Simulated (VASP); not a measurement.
Here is a VASP 6.6.1 calculation.

INCAR

```
  ALGO = Normal
  EDIFF = 1E-6
  ENCUT = 500
  GGA = PE
  GGA_COMPAT = False
  ISIF = 2
  ISMEAR = -1
  LASPH = True
  LCHARG = True
  LELF = True
  LREAL = False
  LVHAR = True
  LWAVE = False
  NBANDS = 15
  NELM = 120
  PREC = Accurate
  SIGMA = 0.03
```

The input KPOINTS:

```
k-points
0
Gamma
  6 6 6
```

POSCAR

```
CsI
1.0
    3.8223074235      0.0000000000      0.0000000000
    0.0000000000      3.8223074235      0.0000000000
    0.0000000000      0.0000000000      3.8223074235
Cs I
1 1
Direct
    0.0000000000      0.0000000000      0.0000000000
    0.5000000000      0.5000000000      0.5000000000
```

Potentials or basis: VASP PAW PBE potentials, release 64 (Cs_sv, I).

Run with:

```sh
$ cat potpaw_PBE.64/Cs_sv/POTCAR potpaw_PBE.64/I/POTCAR > POTCAR
$ mpirun -np 1 vasp_std > vasp.out
```

Q: Predict the pressure.

A: 27.1 GPa.

Q: Predict the band gap on the k mesh.

A: 2.24 eV, direct.

Caveat: spin-orbit coupling is left out, which moves the levels of the heavy elements. A k mesh can miss the band edges.
